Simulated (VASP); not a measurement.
# Sn (Fd-3m) in VASP: relaxation of cell and atoms with PBE

Aim: the relaxation of cell and atoms of Sn with PBE.

All numbers are computed with VASP 6.6.1; they aren't measurements. Logs are shortened: lines on timing, memory, paths and dates and some standing lists are left out, and cuts for length are marked.

**1. The cell of the first run**

It takes space group Fd-3m (No. 227, cubic). The conventional cell has a = 6.467 Å, b = 6.467 Å, c = 6.467 Å, α = 90.00°, β = 90.00°, γ = 90.00°. Within 3.7 Å of Sn (site symmetry -43m) lie 4 Sn at 2.80 Å.

**2. Relaxation of cell and atoms, PBE**

File INCAR:

```
SYSTEM = Sn
  ALGO = Normal
  EDIFF = 1E-7
  EDIFFG = -0.002
  ENCUT = 500
  GGA = PE
  GGA_COMPAT = .FALSE.
  IBRION = 2
  ISIF = 3
  ISMEAR = 1
  LASPH = .TRUE.
  LCHARG = .FALSE.
  LREAL = .FALSE.
  LWAVE = .FALSE.
  NELM = 120
  NELMIN = 4
  NSW = 100
  PREC = Accurate
  SIGMA = 0.2
```

File KPOINTS:

```
k-points
0
G
  12 12 12
  0 0 0
```

File POSCAR:

```
Sn
1.0
    0.0000000000      3.2333428000      3.2333428000
    3.2333428000      0.0000000000      3.2333428000
    3.2333428000      3.2333428000      0.0000000000
Sn
2
Direct
    0.0000000000      0.0000000000      0.0000000000
    0.2500000000      0.2500000000      0.2500000000
```

Potentials or basis: VASP PAW PBE potentials, release 64 (Sn_d).

On the command line:

```
> cat potpaw_PBE.64/Sn_d/POTCAR > POTCAR
> mpirun -np 1 vasp_std > vasp.out
```

OUTCAR:

```text
SYSTEM = Sn
   EDIFF = 1E-7
   EDIFFG = -0.002
   ENCUT = 500
   GGA = PE
   IBRION = 2
   ISIF = 3
   ISMEAR = 1
   LASPH = .TRUE.
   LREAL = .FALSE.
   NELM = 120
   NELMIN = 4
   NSW = 100
   PREC = Accurate

 ion  position               nearest neighbor table
   1  0.000  0.000  0.000-   2 2.80   2 2.80   2 2.80   2 2.80
   2  0.250  0.250  0.250-   1 2.80   1 2.80   1 2.80   1 2.80

  LATTYP: Found a face centered cubic cell.
 ALAT       =     6.4666856000

  Lattice vectors:

 A1 = (   0.0000000000,   3.2333428000,   3.2333428000)
 A2 = (   3.2333428000,   0.0000000000,   3.2333428000)
 A3 = (   3.2333428000,   3.2333428000,   0.0000000000)

Analysis of symmetry for initial positions (statically):
=====================================================================
 Subroutine PRICEL returns:
 Original cell was already a primitive cell.

 Routine SETGRP: Setting up the symmetry group for a
 face centered cubic supercell.

 Subroutine GETGRP returns: Found 48 space group operations
 (whereof 24 operations were pure point group operations)
 out of a pool of 48 trial point group operations.

The static configuration has the point symmetry T_d .
 The point group associated with its full space group is O_h .

Analysis of symmetry for dynamics (positions and initial velocities):
=====================================================================
 Subroutine PRICEL returns:
 Original cell was already a primitive cell.

 Routine SETGRP: Setting up the symmetry group for a
 face centered cubic supercell.

 Subroutine GETGRP returns: Found 48 space group operations
 (whereof 24 operations were pure point group operations)
 out of a pool of 48 trial point group operations.

The dynamic configuration has the point symmetry T_d .
 The point group associated with its full space group is O_h .

 Subroutine INISYM returns: Found 48 space group operations
 (whereof 24 operations are pure point group operations),
 and found     1 'primitive' translations

----------------------------------------------------------------------------------------

                                     Primitive cell

  volume of cell :      67.6060

  direct lattice vectors                    reciprocal lattice vectors
     0.000000000  3.233342800  3.233342800    -0.154638723  0.154638723  0.154638723
     3.233342800  0.000000000  3.233342800     0.154638723 -0.154638723  0.154638723
     3.233342800  3.233342800  0.000000000     0.154638723  0.154638723 -0.154638723

  length of vectors
     4.572637240  4.572637240  4.572637240     0.267842124  0.267842124  0.267842124

  position of ions in fractional coordinates (direct lattice)
     0.000000000  0.000000000  0.000000000
     0.250000000  0.250000000  0.250000000

  ion indices of the primitive-cell ions
   primitive index   ion index
                 1           1
                 2           2

----------------------------------------------------------------------------------------

 KPOINTS: k-points

Automatic generation of k-mesh.
 Grid dimensions read from file:
 generate k-points for:   12   12   12

 Generating k-lattice:

  Cartesian coordinates                     Fractional coordinates (reciprocal lattice)
    -0.012886560  0.012886560  0.012886560     0.083333333  0.000000000  0.000000000
     0.012886560 -0.012886560  0.012886560     0.000000000  0.083333333  0.000000000
     0.012886560  0.012886560 -0.012886560     0.000000000  0.000000000  0.083333333

  Length of vectors
     0.022320177  0.022320177  0.022320177

  Shift w.r.t. Gamma in fractional coordinates (k-lattice)
     0.000000000  0.000000000  0.000000000

 Subroutine IBZKPT returns following result:
 ===========================================

 Found     72 irreducible k-points:

 Following reciprocal coordinates:
            Coordinates               Weight
  0.000000  0.000000  0.000000      1.000000
  0.083333  0.000000  0.000000      8.000000
  0.166667  0.000000  0.000000      8.000000
  0.250000  0.000000  0.000000      8.000000
  0.333333  0.000000  0.000000      8.000000
  0.416667  0.000000  0.000000      8.000000
[... 16 lines left out ...]
  0.500000  0.166667  0.000000     24.000000
 -0.416667  0.166667  0.000000     24.000000
 [... further k-points ...]
   k-points           NKPTS =     72   k-points in BZ     NKDIM =     72   number of bands    NBANDS=     18
   number of dos      NEDOS =    301   number of ions     NIONS =      2
   total plane-waves  NPLWV =  46656
   dimension x,y,z NGX =    36 NGY =   36 NGZ =   36
   dimension x,y,z NGXF=    72 NGYF=   72 NGZF=   72
   ions per type =               2
   NGX,Y,Z   is equivalent  to a cutoff of  13.09, 13.09, 13.09 a.u.
   NGXF,Y,Z  is equivalent  to a cutoff of  26.18, 26.18, 26.18 a.u.
 SYSTEM =  Sn
   PREC   = accura    normal or accurate (medium, high low for compatibility)
   ISTART =      0    job   : 0-new  1-cont  2-samecut
   ICHARG =      2    charge: 1-file 2-atom 10-const
   ISPIN  =      1    spin polarized calculation?
   LNONCOLLINEAR =      F non collinear calculations
   LSORBIT =      F    spin-orbit coupling
   LASPH  =      T    aspherical Exc in radial PAW
   ENCUT  =  500.0 eV  36.75 Ry    6.06 a.u.   8.34  8.34  8.34*2*pi/ulx,y,z
   NELM   =    120;   NELMIN=  4; NELMDL= -5     # of ELM steps
   EDIFF  = 0.1E-06   stopping-criterion for ELM
   LREAL  =      F    real-space projection
   EDIFFG = -.2E-02   stopping-criterion for IOM
   NSW    =    100    number of steps for IOM
   IBRION =      2    ionic relax: 0-MD 1-quasi-New 2-CG
   NFREE  =      1    steps in history (QN), initial steepest desc. (CG)
   ISIF   =      3    stress and relaxation
   ISYM   =      2    0-nonsym 1-usesym 2-fastsym
   POTIM  = 0.5000    time-step for ionic-motion
   TEBEG  =    0.0;   TEEND  =   0.0 temperature during run
   PSTRESS=    0.0 pullay stress
   NELECT =      28.0000    total number of electrons
   NUPDOWN=      -1.0000    fix difference up-down
   EMIN   =  10.00;   EMAX   =-10.00  energy-range for DOS
   EFERMI =   0.00;   METHOD = LEGACY
   ISMEAR =     1;   SIGMA  =   0.20  broadening in eV -4-tet -1-fermi 0-gaus
   EFERMI_NEDOS =   21; number of points for ismear=-14 and -15
   IALGO  =     38    algorithm
   IMIX   =      4    mixing-type and parameters
     AMIX     =   0.40;   BMIX     =  1.00
     AMIX_MAG =   1.60;   BMIX_MAG =  1.00
  volume/ion in A,a.u.               =      33.80       228.11
  Fermi-wavevector in a.u.,A,eV,Ry     =   1.220298  2.306028 20.260793  1.489126
  Thomas-Fermi vector in A             =   2.355520
   LORBIT       =      0    0 simple, 1 ext, 2 COOP (PROOUT), +10 PAW based schemes
   GGA     = PE    functional components
   LHFCALC =     F    Hartree Fock is set to
   AEXX    =    0.0000 exact exchange contribution
   IVDW    =     0    specifies the selected vdW correction
   LEPSILON=     F    determine dielectric tensor
   LRPA    =     F    only Hartree local field effects (RPA)
 conjugate gradient relaxation of ions
 non-spin polarized calculation
 Methfessel and Paxton  Order N= 1 SIGMA  =   0.20
  energy-cutoff  :      500.00
  volume of cell :       67.61
 maximum number of plane-waves:      1759
 NGX is ok and might be reduce to    36
   NGX = 17   NGY = 17   NGZ = 17

--------------------------------------- Ionic step        1  -------------------------------------------

 number of electron      28.0000008 magnetization

 Free energy of the ion-electron system (eV)
  ---------------------------------------------------
  ext. energy  EPLUGINS =         0.00000000
  ---------------------------------------------------
  free energy    TOTEN  =        -7.62687848 eV

  energy without entropy =       -7.62646706  energy(sigma->0) =       -7.62674134

 E-fermi :   5.7808     XC(G=0):  -8.9224

 val. band max:        5.7689665905   @ k =   0.5000   0.0000   0.0000
 cond. band min:       5.8128025421   @ k =   0.4167   0.0000   0.0000
 fundamental gap:      0.0438359516
 Fermi energy:         5.7808184593

 k-point     1 :       0.0000    0.0000    0.0000
  band No.  band energies     occupation
      1     -15.9517      2.00000
      2     -15.9517      2.00000
      3     -15.9517      2.00000
      4     -15.8905      2.00000
      5     -15.8905      2.00000
      6     -15.5728      2.00000
[... 10 lines left out ...]
     17       7.9163     -0.00000
     18       7.9163     -0.00000
[... 613 lines left out ...]
 POSITION                                       TOTAL-FORCE (eV/Angst)
 -----------------------------------------------------------------------------------
      6.65671      3.32836      3.32836        -0.000000     -0.000000     -0.000000
      1.66418      1.66418      1.66418         0.000000      0.000000      0.000000
 -----------------------------------------------------------------------------------
    total drift:                                0.000000      0.000000      0.000000

  FREE ENERGIE OF THE ION-ELECTRON SYSTEM (eV)
  ---------------------------------------------------
  free  energy   TOTEN  =        -7.6916035177 eV

  energy  without entropy=       -7.6912949333  energy(sigma->0) =       -7.69150066

--------------------------------------- Ionic step        5  -------------------------------------------

 number of electron      28.0000007 magnetization

 Free energy of the ion-electron system (eV)
  ---------------------------------------------------
  ext. energy  EPLUGINS =         0.00000000
  ---------------------------------------------------
  free energy    TOTEN  =        -7.69161814 eV

  energy without entropy =       -7.69130281  energy(sigma->0) =       -7.69151303

 E-fermi :   4.8512     XC(G=0):  -8.5520

 val. band max:        4.8394326309   @ k =   0.0833   0.0000   0.0000
 cond. band min:       4.9003840855   @ k =   0.3333   0.0000   0.0000
 fundamental gap:      0.0609514546
 Fermi energy:         4.8511909288

 k-point     1 :       0.0000    0.0000    0.0000
  band No.  band energies     occupation
      1     -16.6755      2.00000
      2     -16.6755      2.00000
      3     -16.6755      2.00000
      4     -16.6256      2.00000
      5     -16.6256      2.00000
      6     -16.3730      2.00000
[... 10 lines left out ...]
     17       7.0254     -0.00000
     18       7.0254     -0.00000
[... 505 lines left out ...]
 POSITION                                       TOTAL-FORCE (eV/Angst)
 -----------------------------------------------------------------------------------
      0.00000      3.32696      3.32696        -0.000000      0.000000      0.000000
      1.66348      1.66348      1.66348         0.000000     -0.000000     -0.000000
 -----------------------------------------------------------------------------------
    total drift:                               -0.000000     -0.000000      0.000000

  FREE ENERGIE OF THE ION-ELECTRON SYSTEM (eV)
  ---------------------------------------------------
  free  energy   TOTEN  =        -7.6916181398 eV

  energy  without entropy=       -7.6913028059  energy(sigma->0) =       -7.69151303

 reached required accuracy - stopping structural energy minimisation
```

It took 6.1 min on 1 thread of Intel Xeon 6975P-C, shared host; peak memory 0.25 GiB.

Results:

```
Free energy                            : -7.6916 eV
Relaxed volume                         : 36.83 Å³/atom
Relaxed cell                           : a = 4.705 Å, b = 4.705 Å, c = 4.705 Å, α = 60.00°, β = 60.00°, γ = 60.00°
Space group after relaxing (to 0.05 Å) : Fd-3m (No. 227)
Energy gained by relaxing              : 32.4 meV/atom
Ionic steps                            : 5
Pressure after relaxing                : 0.0 GPa
Band gap on the k mesh                 : zero (band 14 reaches 4.96 eV, above the bottom of band 15 at 4.73 eV)
```

The path:
```
step  energy change (eV)  largest force (eV/Å)  pressure (GPa)  volume (Å³)
   1              0.0000                0.0000            3.74        67.61
   2             -0.0592                0.0000           -0.87        75.62
   3             -0.0647                0.0000            0.02        73.62
   4             -0.0647                0.0000           -0.04        73.74
   5             -0.0647                0.0000            0.00        73.65
```

Final structure:
```xyz
2
Lattice="0.0000 3.3270 3.3270 3.3270 0.0000 3.3270 3.3270 3.3270 0.0000" Properties=species:S:1:pos:R:3 pbc="T T T"
Sn    0.0000    3.3270    3.3270
Sn    1.6635    1.6635    1.6635
```

Levels at points of the mesh, in eV from the Fermi level:
```tsv
k point	band 12	band 13	band 14	band 15	band 16	band 17
(0.00, 0.00, 0.00)	-1.12	0.11	0.11	0.11	2.17	2.17
(0.50, 0.00, 0.00)	-6.01	-0.98	-0.98	-0.12	3.22	3.22
(0.50, 0.50, 0.00)	-7.24	-2.20	-2.20	0.93	0.93	7.28
```

Caveat: spin-orbit coupling is left out, which moves the levels of the heavy elements. PBE usually gives volumes a little too large and moduli too small.
